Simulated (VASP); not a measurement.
Set up this calculation in VASP 6.6.1, as the native input.

| Quantity | Value |
| --- | --- |
| Task | single point |
| Functional | PBE-based screened hybrid with 15 % exact exchange |
| Potentials or basis | VASP PAW PBE potentials, release 64 (W_sv, S) |
| Cutoff | 520 eV |
| k mesh | 5 × 5 × 1 |
| Occupations | fermi-dirac, width 0.05 eV |
| Spin | no spin polarisation |
| Dipole correction | no |
| Grid for exact exchange (PRECFOCK) | Normal |
| Share of exact exchange | 0.15 |
| Further INCAR settings | ALGO = Normal; EDIFF = 1e-06; NBANDS = 20 |
| Screening parameter | 0.2 1/Å |

WS2, a slab with vacuum:

```
W S
1.0
     3.18352    0.00000    0.00000
    -1.59176    2.75701    0.00000
     0.00000    0.00000   16.95058
W S
1 2
Direct
  0.00000 0.00000 0.00000
  0.33333 0.66667 0.09200
  0.33333 0.66667 0.90800
```

These files were run (other wordings do the same):

POSCAR

```
WS2
1.0
    3.1835163552      0.0000000000      0.0000000000
   -1.5917581776      2.7570060369      0.0000000000
    0.0000000000      0.0000000000     16.9505778900
W S
1 2
Direct
    0.0000000000      0.0000000000      0.0000000000
    0.3333333333      0.6666666667      0.0920005100
    0.3333333333      0.6666666667      0.9079994900
```

INCAR.step1

```
PREC     = Accurate       # precision mode
ENCUT    = 520            # plane-wave cutoff, eV
EDIFF    = 1E-5           # SCF threshold, eV
ISMEAR   = -1             # smearing method
SIGMA    = 0.05           # smearing width, eV
LREAL    = False          # projectors in reciprocal space
LASPH    = True           # aspherical terms in the spheres
NELM     = 80             # most SCF steps
ALGO     = Normal         # electronic algorithm
ISIF     = 2              # what is computed and relaxed
LWAVE    = True           # write WAVECAR
LCHARG   = False          # write CHGCAR
NBANDS   = 20             # bands
GGA      = PE             # functional
```

INCAR.step2

```
PREC     = Accurate       # precision mode
ENCUT    = 520            # plane-wave cutoff, eV
EDIFF    = 1E-6           # SCF threshold, eV
ISMEAR   = -1             # smearing method
SIGMA    = 0.05           # smearing width, eV
LREAL    = False          # projectors in reciprocal space
LASPH    = True           # aspherical terms in the spheres
NELM     = 80             # most SCF steps
ALGO     = Normal         # electronic algorithm
ISIF     = 2              # what is computed and relaxed
LWAVE    = False          # write WAVECAR
LCHARG   = False          # write CHGCAR
GGA      = PE             # functional
LHFCALC  = True           # exact exchange
AEXX     = 0.15           # exact-exchange fraction
HFSCREEN = 0.2            # screening, 1/A
PRECFOCK = Normal       
NBANDS   = 20             # bands
ISTART   = 1
```

KPOINTS

```
Automatic mesh
0
Gamma
  5 5 1
```

Potentials or basis: VASP PAW PBE potentials, release 64 (W_sv, S).

Launch:

```sh
$ cat potpaw_PBE.64/W_sv/POTCAR potpaw_PBE.64/S/POTCAR > POTCAR
$ cp INCAR.step1 INCAR
$ mpirun -np 1 vasp_std > vasp.out
$ cp INCAR.step2 INCAR
$ mpirun -np 1 vasp_std > vasp.out
```

Results of the run:

The largest force is 0.070 eV/Å. The band gap on the k mesh is 2.56 eV (least direct gap 3.08 eV).

Caveat: the k points lie up to 0.46 Å⁻¹ apart; there is no dipole correction, which matters where the two faces differ; the PAW data sets were made with another functional, which shifts forces and pressure a little; spin-orbit coupling is left out, which moves the levels of the heavy elements.

Run time: 6.4 min on 1 thread of Intel(R) Xeon(R) Platinum 8375C CPU @ 2.90GHz (Ice Lake), on a shared host, peak memory 0.36 GiB.
